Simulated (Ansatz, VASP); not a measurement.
One calculation of Lu, two programs

```
Lu
1.0
     3.57874    0.00000    0.00000
    -1.78937    3.09928    0.00000
     0.00000    0.00000    5.67578
Lu
2
Cartesian
  0.0000 2.0662 1.4189
  1.7894 1.0331 4.2568
```

Change from the starting cell: volume scaled by 1.06.

Alike in both runs: task single point; functional PBEsol; k mesh 13 × 13 × 8; occupations fermi-dirac, width 0.03 eV; no spin polarisation.

|  | VASP | Ansatz |
| --- | --- | --- |
| version | VASP 6.6.1 | Ansatz 0.2.0 |
| potentials or method | VASP PAW PBE potentials, release 64 (Lu), cutoff 520 eV | all-electron LAPW, scalar-relativistic |

Ansatz gave:

| Quantity | Value |
| --- | --- |
| pressure (GPa) | -5.4 |
| traceless stress, the component that is largest in VASP (GPa) | -0.63 |

Question: Estimate VASP's values.

Answer: Pressure (GPa): -5.3; traceless stress, the component that is largest in VASP (GPa): -0.64.

VASP's potentials were made for PBE, not for PBEsol. Ansatz ran all-electron here, and VASP with PAW potentials.

Spin-orbit coupling is off throughout.
